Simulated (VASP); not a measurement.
A run of VASP 6.6.1:

INCAR

```
SYSTEM = TePb
PREC = Accurate
ENCUT = 520
EDIFF = 1E-6
ISMEAR = 0
SIGMA = 0.01
LREAL = .False.
LASPH = .True.
NELM = 60
ALGO = Normal
ISIF = 2
LWAVE = .False.
LCHARG = .True.
GGA = PE
LELF = .True.
LVHAR = .True.
NBANDS = 17
```

File KPOINTS:

```
Automatic mesh
0
Gamma
  4 4 4
  0 0 0
```

The input POSCAR:

```
TePb
1.0
    0.0000000000      3.2351584782      3.2710853640
    3.2351584782      0.0000000000      3.2710853640
    3.2351584782      3.2351584782      0.0000000000
Pb Te
1 1
Direct
    0.0000000000      0.0000000000      0.0000000000
    0.5000000000      0.5000000000      0.5000000000
```

Potentials or basis: VASP PAW PBE potentials, release 64 (Pb_d, Te).

Launch:

```console
$ cat potpaw_PBE.64/Pb_d/POTCAR potpaw_PBE.64/Te/POTCAR > POTCAR
$ mpirun -np 1 vasp_std > vasp.out
```

Hardware: 1 thread of Intel(R) Xeon(R) Platinum 8488C (Sapphire Rapids), on a shared host.

Estimate the wall time of this run.

It took 23 s on 1 thread of Intel(R) Xeon(R) Platinum 8488C (Sapphire Rapids), on a shared host, peak memory 0.19 GiB. Counts: scf iterations 12, k points 13.
